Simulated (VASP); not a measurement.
# ZnSe (I-4m2) in VASP: a series of runs

ZnSe is run at these levels: PBE; tasks: relaxation of the atoms.

All numbers are computed with VASP 6.6.1; they aren't measurements. Logs are shortened: lines on timing, memory, paths and dates and some standing lists are left out, and cuts for length are marked.

## (1) The cell of the first run

Symmetry: I-4m2, No. 119, tetragonal system. The conventional cell has a = 4.008 Å, b = 4.008 Å, c = 5.498 Å, α = 90.00°, β = 90.00°, γ = 90.00°. Within 3.2 Å of Zn (site symmetry -4m2) lie 4 Se at 2.43 Å. Within 3.2 Å of Se (site symmetry -4m2) lie 4 Zn at 2.43 Å.

## (2) Relaxation of the atoms, PBE (z stretched by -3 %)

INCAR

```
SYSTEM = ZnSe
  PREC = Accurate
  ENCUT = 450
  EDIFF = 1E-7
  ISMEAR = -1
  SIGMA = 0.02
  LREAL = .FALSE.
  LASPH = .TRUE.
  NELM = 120
  ALGO = Normal
  ISIF = 2
  LWAVE = .FALSE.
  LCHARG = .FALSE.
  GGA = PE
  IBRION = 2
  NSW = 80
  EDIFFG = -0.02
  GGA_COMPAT = .FALSE.
  NELMIN = 4
```

KPOINTS

```
regular mesh
0
G
  13 13 13
  0 0 0
```

POSCAR

```
ZnSe
1.0
    0.0000000000      2.8338000000      2.7487860000
    2.8338000000      0.0000000000      2.7487860000
    2.8338000000      2.8338000000      0.0000000000
Zn Se
1 1
Direct
    0.0000000000      0.0000000000      0.0000000000
    0.2500000000      0.2500000000      0.2500000000
```

Potentials or basis: VASP PAW PBE potentials, release 64 (Zn, Se).

On the command line:

```console
$ cat potpaw_PBE.64/Zn/POTCAR potpaw_PBE.64/Se/POTCAR > POTCAR
$ mpirun -np 1 vasp_std > vasp.out
```

OUTCAR:

```text
SYSTEM = ZnSe
   PREC = Accurate
   ENCUT = 450
   EDIFF = 1E-7
   ISMEAR = -1
   LREAL = .FALSE.
   LASPH = .TRUE.
   NELM = 120
   ISIF = 2
   GGA = PE
   IBRION = 2
   NSW = 80
   EDIFFG = -0.02
   NELMIN = 4

 ion  position               nearest neighbor table
   1  0.000  0.000  0.000-   2 2.43   2 2.43   2 2.43   2 2.43
   2  0.250  0.250  0.250-   1 2.43   1 2.43   1 2.43   1 2.43

  LATTYP: Found a body centered tetragonal cell.
 ALAT       =     4.0075983931
 C/A-ratio  =     1.3717871555

  Lattice vectors:

 A1 = (   0.0000000000,  -2.8338000000,  -2.7487860000)
 A2 = (   0.0000000000,   2.8338000000,  -2.7487860000)
 A3 = (   2.8338000000,   0.0000000000,   2.7487860000)

Analysis of symmetry for initial positions (statically):
=====================================================================
 Subroutine PRICEL returns:
 Original cell was already a primitive cell.

 Routine SETGRP: Setting up the symmetry group for a
 body centered tetragonal supercell.

 Subroutine GETGRP returns: Found  8 space group operations
 (whereof  8 operations were pure point group operations)
 out of a pool of 16 trial point group operations.

The static configuration has the point symmetry D_2d.

Analysis of symmetry for dynamics (positions and initial velocities):
=====================================================================
 Subroutine PRICEL returns:
 Original cell was already a primitive cell.

 Routine SETGRP: Setting up the symmetry group for a
 body centered tetragonal supercell.

 Subroutine GETGRP returns: Found  8 space group operations
 (whereof  8 operations were pure point group operations)
 out of a pool of 16 trial point group operations.

The dynamic configuration has the point symmetry D_2d.

 Subroutine INISYM returns: Found  8 space group operations
 (whereof  8 operations are pure point group operations),
 and found     1 'primitive' translations

----------------------------------------------------------------------------------------

                                     Primitive cell

  volume of cell :      44.1478

  direct lattice vectors                    reciprocal lattice vectors
     0.000000000  2.833800000  2.748786000    -0.176441527  0.176441527  0.181898482
     2.833800000  0.000000000  2.748786000     0.176441527 -0.176441527  0.181898482
     2.833800000  2.833800000  0.000000000     0.176441527  0.176441527 -0.181898482

  length of vectors
     3.947942111  3.947942111  4.007598393     0.308788411  0.308788411  0.308788411

  position of ions in fractional coordinates (direct lattice)
     0.000000000  0.000000000  0.000000000
     0.250000000  0.250000000  0.250000000

  ion indices of the primitive-cell ions
   primitive index   ion index
                 1           1
                 2           2

----------------------------------------------------------------------------------------

 KPOINTS: regular mesh

Automatic generation of k-mesh.
 Grid dimensions read from file:
 generate k-points for:   13   13   13

 Generating k-lattice:

  Cartesian coordinates                     Fractional coordinates (reciprocal lattice)
    -0.013572425  0.013572425  0.013992191     0.076923077  0.000000000  0.000000000
     0.013572425 -0.013572425  0.013992191     0.000000000  0.076923077  0.000000000
     0.013572425  0.013572425 -0.013992191     0.000000000  0.000000000  0.076923077

  Length of vectors
     0.023752955  0.023752955  0.023752955

  Shift w.r.t. Gamma in fractional coordinates (k-lattice)
     0.000000000  0.000000000  0.000000000

 Subroutine IBZKPT returns following result:
 ===========================================

 Found    196 irreducible k-points:

 Following reciprocal coordinates:
            Coordinates               Weight
  0.000000  0.000000  0.000000      1.000000
  0.076923  0.000000  0.000000      8.000000
  0.153846  0.000000  0.000000      8.000000
  0.230769  0.000000  0.000000      8.000000
  0.307692  0.000000  0.000000      8.000000
  0.384615  0.000000  0.000000      8.000000
[... 16 lines left out ...]
  0.384615  0.153846  0.000000      8.000000
  0.461538  0.153846  0.000000      8.000000
 [... further k-points ...]
   k-points           NKPTS =    196   k-points in BZ     NKDIM =    196   number of bands    NBANDS=     13
   number of dos      NEDOS =    301   number of ions     NIONS =      2
   total plane-waves  NPLWV =  21952
   dimension x,y,z NGX =    28 NGY =   28 NGZ =   28
   dimension x,y,z NGXF=    56 NGYF=   56 NGZF=   56
   ions per type =               1   1
   NGX,Y,Z   is equivalent  to a cutoff of  11.79, 11.79, 11.62 a.u.
   NGXF,Y,Z  is equivalent  to a cutoff of  23.58, 23.58, 23.23 a.u.
 SYSTEM =  ZnSe
   PREC   = accura    normal or accurate (medium, high low for compatibility)
   ISTART =      0    job   : 0-new  1-cont  2-samecut
   ICHARG =      2    charge: 1-file 2-atom 10-const
   ISPIN  =      1    spin polarized calculation?
   LNONCOLLINEAR =      F non collinear calculations
   LSORBIT =      F    spin-orbit coupling
   LASPH  =      T    aspherical Exc in radial PAW
   ENCUT  =  450.0 eV  33.07 Ry    5.75 a.u.   6.83  6.83  6.93*2*pi/ulx,y,z
   NELM   =    120;   NELMIN=  4; NELMDL= -5     # of ELM steps
   EDIFF  = 0.1E-06   stopping-criterion for ELM
   LREAL  =      F    real-space projection
   EDIFFG = -.2E-01   stopping-criterion for IOM
   NSW    =     80    number of steps for IOM
   IBRION =      2    ionic relax: 0-MD 1-quasi-New 2-CG
   NFREE  =      1    steps in history (QN), initial steepest desc. (CG)
   ISIF   =      2    stress and relaxation
   ISYM   =      2    0-nonsym 1-usesym 2-fastsym
   POTIM  = 0.5000    time-step for ionic-motion
   TEBEG  =    0.0;   TEEND  =   0.0 temperature during run
   PSTRESS=    0.0 pullay stress
   NELECT =      18.0000    total number of electrons
   NUPDOWN=      -1.0000    fix difference up-down
   EMIN   =  10.00;   EMAX   =-10.00  energy-range for DOS
   EFERMI =   0.00;   METHOD = LEGACY
   ISMEAR =    -1;   SIGMA  =   0.02  broadening in eV -4-tet -1-fermi 0-gaus
   EFERMI_NEDOS =   21; number of points for ismear=-14 and -15
   IALGO  =     38    algorithm
   IMIX   =      4    mixing-type and parameters
     AMIX     =   0.40;   BMIX     =  1.00
     AMIX_MAG =   1.60;   BMIX_MAG =  1.00
  volume/ion in A,a.u.               =      22.07       148.96
  Fermi-wavevector in a.u.,A,eV,Ry     =   1.213936  2.294007 20.050107  1.473641
  Thomas-Fermi vector in A             =   2.349372
   LORBIT       =      0    0 simple, 1 ext, 2 COOP (PROOUT), +10 PAW based schemes
   GGA     = PE    functional components
   LHFCALC =     F    Hartree Fock is set to
   AEXX    =    0.0000 exact exchange contribution
   IVDW    =     0    specifies the selected vdW correction
   LEPSILON=     F    determine dielectric tensor
   LRPA    =     F    only Hartree local field effects (RPA)
 conjugate gradient relaxation of ions
 non-spin polarized calculation
  energy-cutoff  :      450.00
  volume of cell :       44.15
 maximum number of plane-waves:       974
   NGX = 13   NGY = 13   NGZ = 13

 number of electron      18.0000004 magnetization

 Free energy of the ion-electron system (eV)
  ---------------------------------------------------
  ext. energy  EPLUGINS =         0.00000000
  ---------------------------------------------------
  free energy    TOTEN  =        -5.98860346 eV

  energy without entropy =       -5.98860346  energy(sigma->0) =       -5.98860346

 E-fermi :   2.3098     XC(G=0):  -9.4628

 val. band max:        1.9490656167   @ k =   0.0000   0.0000   0.0000
 cond. band min:       3.2895366514   @ k =   0.0000   0.0000   0.0000
 fundamental gap:      1.3404710347
 Fermi energy:         2.3098118965

 k-point     1 :       0.0000    0.0000    0.0000
  band No.  band energies     occupation
      1     -11.5795      2.00000
      2      -4.7862      2.00000
      3      -4.7862      2.00000
      4      -4.7726      2.00000
      5      -4.3879      2.00000
      6      -4.3817      2.00000
      7       1.8418      2.00000
      8       1.8418      2.00000
      9       1.9491      2.00000
     10       3.2895      0.00000
     11       7.6677      0.00000
     12       7.6776      0.00000
     13       7.6776      0.00000

 k-point     2 :       0.0769    0.0000    0.0000
  band No.  band energies     occupation
      1     -11.5383      2.00000
      2      -4.7836      2.00000
      3      -4.7797      2.00000
      4      -4.7672      2.00000
      5      -4.3883      2.00000
      6      -4.3826      2.00000
      7       1.2105      2.00000
      8       1.7735      2.00000
      9       1.8553      2.00000
     10       3.8300      0.00000
     11       7.6102      0.00000
     12       7.7838      0.00000
     13       7.7926      0.00000

 k-point     3 :       0.1538    0.0000    0.0000
  band No.  band energies     occupation
      1     -11.4204      2.00000
      2      -4.7738      2.00000
      3      -4.7623      2.00000
      4      -4.7497      2.00000
      5      -4.3886      2.00000
      6      -4.3846      2.00000
      7       0.1194      2.00000
      8       1.5955      2.00000
      9       1.6953      2.00000
     10       4.4669      0.00000
     11       7.7016      0.00000
     12       8.0302      0.00000
     13       8.0805      0.00000

 k-point     4 :       0.2308    0.0000    0.0000
  band No.  band energies     occupation
      1     -11.2443      2.00000
      2      -4.7431      2.00000
      3      -4.7398      2.00000
      4      -4.7238      2.00000
      5      -4.3860      2.00000
      6      -4.3850      2.00000
      7      -0.9831      2.00000
      8       1.3677      2.00000
      9       1.4921      2.00000
     10       4.6983      0.00000
     11       8.1986      0.00000
     12       8.2377      0.00000
     13       8.4553      0.00000

 k-point     5 :       0.3077    0.0000    0.0000
  band No.  band energies     occupation
      1     -11.0421      2.00000
      2      -4.7193      2.00000
      3      -4.7056      2.00000
      4      -4.6577      2.00000
      5      -4.3814      2.00000
      6      -4.3788      2.00000
      7      -1.9928      2.00000
      8       1.1480      2.00000
      9       1.2963      2.00000
     10       4.6496      0.00000
     11       8.2771      0.00000
     12       8.4398      0.00000
     13       9.2772      0.00000
[... 257 lines left out ...]
 k-point    22 :       0.3077    0.1538    0.0000
  band No.  band energies     occupation
      1     -11.0473      2.00000
      2      -4.7595      2.00000
      3      -4.6889      2.00000
      4      -4.6741      2.00000
      5      -4.3966      2.00000
      6      -4.3628      2.00000
      7      -1.3921      2.00000
      8       0.6885      2.00000
      9       0.7380      2.00000
     10       5.6243      0.00000
     11       6.8261      0.00000
     12       8.9722      0.00000
     13       9.2852      0.00000

 k-point    23 :       0.3846    0.1538    0.0000
  band No.  band energies     occupation
      1     -10.8627      2.00000
      2      -4.7151      2.00000
      3      -4.6702      2.00000
      4      -4.6055      2.00000
      5      -4.3712      2.00000
      6      -4.3567      2.00000
      7      -2.2444      2.00000
      8       0.4582      2.00000
      9       0.5424      2.00000
     10       5.5186      0.00000
     11       7.4419      0.00000
     12       8.9695      0.00000
     13       9.2376      0.00000

 k-point    24 :       0.4615    0.1538    0.0000
  band No.  band energies     occupation
      1     -10.7175      2.00000
      2      -4.6884      2.00000
      3      -4.6610      2.00000
      4      -4.4927      2.00000
      5      -4.3552      2.00000
      6      -4.2968      2.00000
      7      -2.9473      2.00000
      8       0.1992      2.00000
      9       0.4990      2.00000
     10       5.4392      0.00000
     11       7.7164      0.00000
     12       9.0704      0.00000
     13       9.5665      0.00000

 [... further k-points ...]
[... 5 lines left out ...]
  --------------------------------------------------------------------------------------
  -------------------------------------------------------------------------------------
  Total        1.1331008      1.1331008      1.3879997      0.0000000      0.0000000     -0.0000000
  in kB       41.1215809     41.1215809     50.3721685      0.0000000      0.0000000     -0.0000000
  external PRESSURE =      44.2051101 kB  Pullay stress =       0.0000000 kB

 VOLUME and BASIS-vectors are now :
 -----------------------------------------------------------------------------
  energy-cutoff  :      450.00
  volume of cell :       44.15
      direct lattice vectors                 reciprocal lattice vectors
     0.000000000  2.833800000  2.748786000    -0.176441527  0.176441527  0.181898482
     2.833800000  0.000000000  2.748786000     0.176441527 -0.176441527  0.181898482
     2.833800000  2.833800000  0.000000000     0.176441527  0.176441527 -0.181898482

 POSITION                                       TOTAL-FORCE (eV/Angst)
 -----------------------------------------------------------------------------------
      0.00000      0.00000      0.00000         0.000000      0.000000     -0.000000
      1.41690      1.41690      1.37439        -0.000000     -0.000000      0.000000
 -----------------------------------------------------------------------------------
    total drift:                                0.000001      0.000001      0.000002

  FREE ENERGIE OF THE ION-ELECTRON SYSTEM (eV)
  ---------------------------------------------------
  free  energy   TOTEN  =        -5.9886034566 eV

  energy  without entropy=       -5.9886034566  energy(sigma->0) =       -5.98860346

 reached required accuracy - stopping structural energy minimisation
```

Run time: 2.2 min. Hardware: 1 thread of Intel Xeon 8259CL, shared host; peak memory 0.24 GiB.

Results:

- Free energy: -5.9886 eV
- Pressure after relaxing: 4.4 GPa
- Band gap on the k mesh: 1.34 eV

Final structure:
```xyz
2
Lattice="0.0000 2.8338 2.7488 2.8338 0.0000 2.7488 2.8338 2.8338 0.0000" Properties=species:S:1:pos:R:3 pbc="T T T"
Zn    0.0000    0.0000    0.0000
Se    1.4169    1.4169    1.3744
```

Levels at points of the mesh, in eV from the valence-band top:
| k point | band 7 | band 8 | band 9 | band 10 | band 11 | band 12 |
| --- | --- | --- | --- | --- | --- | --- |
| (0.00, 0.00, 0.00) | -0.11 | -0.11 | 0.00 | 1.34 | 5.72 | 5.73 |

Caveat: the cell differs from its parent crystal (z stretched by -3 %); the relaxation stopped at its first step, so nothing moved.

## (3) Relaxation of the atoms, PBE (z stretched by +2 %)

INCAR

```
SYSTEM = ZnSe
  PREC = Accurate
  ENCUT = 450
  EDIFF = 1E-7
  ISMEAR = -1
  SIGMA = 0.02
  LREAL = .False.
  LASPH = .True.
  NELM = 120
  ALGO = Normal
  ISIF = 2
  LWAVE = .False.
  LCHARG = .False.
  GGA = PE
  IBRION = 2
  NSW = 80
  EDIFFG = -0.02
  GGA_COMPAT = .False.
  NELMIN = 4
```

KPOINTS

```
regular mesh
0
Gamma
  13 13 13
  0 0 0
```

POSCAR

```
ZnSe
1.0
    0.0000000000      2.8338000000      2.8904760000
    2.8338000000      0.0000000000      2.8904760000
    2.8338000000      2.8338000000      0.0000000000
Zn Se
1 1
Direct
    0.0000000000      0.0000000000      0.0000000000
    0.2500000000      0.2500000000      0.2500000000
```

Potentials or basis: VASP PAW PBE potentials, release 64 (Zn, Se).

On the command line:

```console
$ cat potpaw_PBE.64/Zn/POTCAR potpaw_PBE.64/Se/POTCAR > POTCAR
$ mpirun -np 1 vasp_std > vasp.out
```

Wall time 1.8 min (1 thread of Intel Xeon Platinum 8259CL at 2.50GHz (Skylake/Cascade Lake), shared host); peak memory 0.24 GiB.

It converged, with:

| Property | Result |
| --- | --- |
| Free energy | -6.0286 eV |
| Pressure after relaxing | 1.0 GPa |
| Band gap on the k mesh | 1.18 eV |

Stress tensor (GPa, compression positive):
```
1.22 0.00 0.00
0.00 1.22 0.00
0.00 0.00 0.52
```

Final structure:
```xyz
2
Lattice="0.0000 2.8338 2.8905 2.8338 0.0000 2.8905 2.8338 2.8338 0.0000" Properties=species:S:1:pos:R:3 pbc="T T T"
Zn    0.0000    0.0000    0.0000
Se    1.4169    1.4169    1.4452
```

Levels at points of the mesh, in eV from the valence-band top:
| k point | band 7 | band 8 | band 9 | band 10 | band 11 | band 12 |
| --- | --- | --- | --- | --- | --- | --- |
| (0.00, 0.00, 0.00) | -0.07 | 0.00 | 0.00 | 1.18 | 5.78 | 5.78 |

Caveat: the cell differs from its parent crystal (z stretched by +2 %); the relaxation stopped at its first step, so nothing moved.
